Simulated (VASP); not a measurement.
A run of VASP 6.6.1:

POSCAR

```
CrN3
1.0
    2.4032390000      4.1625300000      0.0000000000
   -2.4032390000      4.1625300000      0.0000000000
    0.0000000000     -2.7750200000      4.2458810000
Cr N
2 6
Direct
    0.0000000000      0.0000000000      0.0000000000
    0.5000000000      0.5000000000      0.5000000000
    0.8653000000      0.6347000000      0.7500000000
    0.2500000000      0.8653000000      0.7500000000
    0.6347000000      0.2500000000      0.7500000000
    0.1347000000      0.3653000000      0.2500000000
    0.7500000000      0.1347000000      0.2500000000
    0.3653000000      0.7500000000      0.2500000000
```

File INCAR.step1:

```
PREC     = Accurate       # precision mode
ENCUT    = 660            # plane-wave cutoff, eV
ISMEAR   = 0              # smearing method
SIGMA    = 0.025          # smearing width, eV
LREAL    = False          # projectors in reciprocal space
LASPH    = True           # aspherical terms in the spheres
NELM     = 200            # most SCF steps
ISPIN    = 2              # spin polarisation
MAGMOM   = 0.2 0.2 0.2 0.2 0.2 0.2 0.2 0.2 # initial moments
LMAXMIX  = 4              # l up to which the mixer works
NBANDS   = 41             # bands
GGA      = PE             # functional
ALGO     = Normal         # electronic algorithm
EDIFF    = 1E-5           # SCF threshold, eV
LWAVE    = True           # write WAVECAR
LCHARG   = False          # write CHGCAR
GGA_COMPAT= False
```

Contents of INCAR.step2:

```
PREC     = Accurate       # precision mode
ENCUT    = 660            # plane-wave cutoff, eV
EDIFF    = 1E-6           # SCF threshold, eV
ISMEAR   = 0              # smearing method
SIGMA    = 0.025          # smearing width, eV
LREAL    = False          # projectors in reciprocal space
LASPH    = True           # aspherical terms in the spheres
NELM     = 200            # most SCF steps
ALGO     = Normal         # electronic algorithm
ISIF     = 2              # what is computed and relaxed
LWAVE    = False          # write WAVECAR
LCHARG   = False          # write CHGCAR
ISPIN    = 2              # spin polarisation
MAGMOM   = 0.2 0.2 0.2 0.2 0.2 0.2 0.2 0.2 # initial moments
LORBIT   = 11             # projections on sites
LMAXMIX  = 4              # l up to which the mixer works
METAGGA  = R2SCAN         # meta-GGA
LMIXTAU  = True         
NBANDS   = 41             # bands
ISTART   = 1            
GGA_COMPAT= False
```

KPOINTS

```
regular mesh
0
Gamma
  5 5 5
```

Potentials or basis: VASP PAW PBE potentials, release 64 (Cr_pv, N).

Run with:

```sh
$ cat potpaw_PBE.64/Cr_pv/POTCAR potpaw_PBE.64/N/POTCAR > POTCAR
$ cp INCAR.step1 INCAR
$ mpirun -np 1 vasp_std > vasp.out
$ cp INCAR.step2 INCAR
$ mpirun -np 1 vasp_std > vasp.out
```

Hardware: 1 thread of Intel Xeon 8259CL (shared host).

Question: How long does it take, and how much memory?

Answer: Run time: 53 min on 1 thread of Intel Xeon 8259CL (shared host), peak memory 0.44 GiB. Counts: k points 19.
